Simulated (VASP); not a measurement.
Here is a VASP 6.6.1 calculation.

Contents of INCAR:

```
SYSTEM = AlPd4
PREC = Accurate ; ENCUT = 520
EDIFF = 1E-6 ; ISMEAR = 0
SIGMA = 0.1 ; LREAL = .False.
LASPH = .True. ; NELM = 60
ALGO = Fast ; ISIF = 2
LWAVE = .False. ; LCHARG = .False.
GGA = PE ; NBANDS = 30
```

KPOINTS

```
regular mesh
0
Gamma
  6 6 2
  0 0 0
```

File POSCAR:

```
AlPd4
1.0
    2.8491287417      0.0000000000      0.0000000000
   -1.4245643708      2.4674178689      0.0000000000
    0.0000000000      0.0000000000     10.7912270921
Al Pd
1 4
Direct
    0.0000000000      0.0000000000      0.0000000000
    0.3333333333      0.6666666667      0.8211960198
    0.3333333333      0.6666666667      0.3937930516
    0.6666666667      0.3333333333      0.1788039802
    0.6666666667      0.3333333333      0.6062069484
```

Potentials or basis: VASP PAW PBE potentials, release 64 (Al, Pd).

The run is started by

```console
$ cat potpaw_PBE.64/Al/POTCAR potpaw_PBE.64/Pd/POTCAR > POTCAR
$ mpirun -np 1 vasp_std > vasp.out
```

**Question.** Predict the pressure.

**Answer.** -0.2 GPa.

**Question.** Estimate the largest force.

**Answer.** 0.020 eV/Å.

Stress tensor (GPa, compression positive):
```
-0.21  0.00  0.00
 0.00 -0.21  0.00
 0.00  0.00 -0.04
```

Caveat: the k points lie up to 0.42 Å⁻¹ apart.
